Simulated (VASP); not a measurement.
Set up this calculation in VASP 6.6.1, as the native input.

| Property | Result |
| --- | --- |
| Task | single point |
| Functional | PBE |
| Dispersion | D3(BJ) |
| Potentials or basis | VASP PAW PBE potentials, release 64 (Se, W_sv) |
| Cutoff | 520 eV |
| k mesh | 9 × 9 × 1 |
| Occupations | gaussian, width 0.05 eV |
| Spin | no spin polarisation |
| Dipole correction | yes |
| Further INCAR settings | ALGO = Normal; EDIFF = 1e-06; NBANDS = 35 |

The structure of WSe2 lies in POSCAR:

```
WSe2
1.0
    3.2854929709      0.0000000000      0.0000000000
   -1.6427464855      2.8453203767      0.0000000000
    0.0000000000      0.0000000000     24.2386466774
Se W
4 2
Direct
    0.3333333333      0.6666666667      0.1856539294
    0.3333333333      0.6666666667      0.3246601777
    0.3333333333      0.6666666667      0.4620440855
    0.3333333333      0.6666666667      0.6010503338
    0.6666666667      0.3333333333      0.2551570536
    0.6666666667      0.3333333333      0.5315472097
```

The input as run:

INCAR

```
  PREC = Accurate
  ENCUT = 520
  EDIFF = 1E-6
  ISMEAR = 0
  SIGMA = 0.05
  LREAL = False
  LASPH = True
  NELM = 80
  ALGO = Normal
  ISIF = 2
  LWAVE = False
  LCHARG = True
  LDIPOL = True
  IDIPOL = 3
  DIPOL = 0.5 0.5 0.393
  GGA = PE
  IVDW = 12
  LELF = True
  LVHAR = True
  LVACPOTAV = True
  NBANDS = 35
```

KPOINTS

```
Automatic mesh
0
Gamma
  9 9 1
```

Potentials or basis: VASP PAW PBE potentials, release 64 (Se, W_sv).

The run is started by

```bash
$ cat potpaw_PBE.64/Se/POTCAR potpaw_PBE.64/W_sv/POTCAR > POTCAR
$ mpirun -np 1 vasp_std > vasp.out
```

Results of the run:

- Largest force: 0.189 eV/Å
- Band gap on the k mesh: 1.45 eV, indirect (least direct gap 1.63 eV)
- Dispersion energy per atom: -0.392 eV

Caveat: spin-orbit coupling is left out, which moves the levels of the heavy elements.

Run time: 2.4 min on 1 thread of Intel(R) Xeon(R) Platinum 8259CL CPU @ 2.50GHz (Skylake/Cascade Lake) (shared host), peak memory 0.35 GiB.
